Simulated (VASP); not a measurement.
Si4W:

```
Si W
1.0
    -1.60000    1.60000    7.27500
     1.60000   -1.60000    7.27500
     1.60000    1.60000   -7.27500
Si W
4 1
Direct
  0.20000 0.20000 0.00000
  0.80000 0.80000 0.00000
  0.40000 0.40000 0.00000
  0.60000 0.60000 0.00000
  0.00000 0.00000 0.00000
```

```yaml
Program: VASP 6.6.1
Task: relaxation of cell and atoms
Functional: PBE
Potentials_or_basis: VASP PAW PBE potentials, release 64 (Si, W_sv)
Cutoff: 600 eV
k_mesh: 7 × 7 × 7
Occupations: gaussian, width 0.2 eV
Spin: no spin polarisation
```

At the start: pressure -6.9 GPa; volume 14.90 Å³/atom.

How do energy, volume and symmetry change on relaxing?

Over 14 steps the energy falls by 140.6 meV/atom and the volume is 14.08 Å³/atom (-5.5 %); space group I4/mmm (No. 139, to 0.1 Å) before and after.

Step by step:
```tsv
step	energy change (eV)	largest force (eV/Å)	pressure (GPa)	volume (Å³)
1	0.0000	1.0072	-6.94	74.50
2	-0.1848	0.3921	7.79	67.71
3	-0.2064	0.3222	3.67	69.24
4	-0.4060	0.6369	3.55	69.40
5	-0.1572	3.0589	8.53	69.17
6	-0.4897	0.8452	3.76	69.42
7	-0.4976	1.3494	4.49	69.40
8	-0.5725	1.2030	0.12	71.41
9	-0.5725	1.2008	0.07	71.43
10	-0.6622	0.5269	-1.55	71.61
11	-0.6872	0.2329	-2.66	71.77
12	-0.7020	0.0949	0.12	70.42
13	-0.7020	0.0890	0.23	70.36
14	-0.7029	0.0592	0.13	70.42
```

Final structure:
```
Si W
1.0
    -1.66365    1.66365    6.36115
     1.66365   -1.66365    6.36115
     1.66365    1.66365   -6.36115
Si W
4 1
Cartesian
  0.0000 0.0000 2.6675
  0.0000 0.0000 10.0548
  0.0000 0.0000 5.1097
  0.0000 0.0000 7.6126
  0.0000 0.0000 0.0000
```

Caveat: the relaxation stopped at a loose force limit of 0.08 eV/Å, so its end isn't a converged minimum.
